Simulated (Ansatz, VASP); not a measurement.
## Nb in VASP and in Ansatz

POSCAR

```
Nb
1.0
    0.0000000000      2.0808811305      2.1849251870
    2.0808811305      0.0000000000      2.1849251870
    2.0808811305      2.0808811305      0.0000000000
Nb
1
Direct
    0.0000000000      0.0000000000      0.0000000000
```

INCAR.step1

```
SYSTEM = Nb
PREC = Accurate
ENCUT = 520
ISMEAR = 0
SIGMA = 0.15
LREAL = .False.
LASPH = .True.
NELM = 60
NBANDS = 12
GGA = PE
ALGO = Normal
EDIFF = 1E-4
LWAVE = .True.
LCHARG = .False.
```

The input INCAR.step2:

```
SYSTEM = Nb
PREC = Accurate
ENCUT = 520
EDIFF = 1E-6
ISMEAR = 0
SIGMA = 0.15
LREAL = .False.
LASPH = .True.
NELM = 60
ALGO = Normal
ISIF = 2
LWAVE = .False.
LCHARG = .False.
METAGGA = R2SCAN
LMIXTAU = .True.
NBANDS = 12
ISTART = 1
```

Contents of KPOINTS:

```
regular mesh
0
Gamma
  22 22 22
  0 0 0
```

Input for Ansatz:

```yaml
crystal:
  lattice:
    - [0.0, 2.0808811305, 2.184925187]
    - [2.0808811305, 0.0, 2.184925187]
    - [2.0808811305, 2.0808811305, 0.0]
  atoms:
    - { symbol: Nb, position: [0.0, 0.0, 0.0] }
basis:
  ecutwfc: 500
kpoints:
  mp_grid: { grid: [22, 22, 22] }
hamiltonian:
  xc: r2scan
scf:
  occupations: { method: gaussian, width: 0.15 }
output:
  forces: true
  stress: true
  eigenvalues: true
```

Alike in both runs: task single point; functional r2SCAN; k mesh 22 × 22 × 22; occupations gaussian, width 0.15 eV; no spin polarisation.

|  | VASP | Ansatz |
| --- | --- | --- |
| version | VASP 6.6.1 | Ansatz 0.2.0 |
| potentials or method | VASP PAW PBE potentials, release 64 (Nb_sv), cutoff 520 eV | scalar-relativistic, plane waves, PAW |
| valence electrons in the cell | 13 | 13 |

VASP gave:

| Quantity | Value |
| --- | --- |
| gap on the k mesh at the Fermi level (eV) | none |
| pressure (GPa) | -2.7 |
| traceless stress, the component that is largest in VASP (GPa) | 7.12 |

Task: Which values does Ansatz return?

Result: gap on the k mesh at the Fermi level (eV): none; pressure (GPa): -2.5; traceless stress, the component that is largest in VASP (GPa): 7.15.

VASP's potentials were made for PBE, not for r2SCAN. A gap of «none» marks a metal or a gap that the smearing closes.
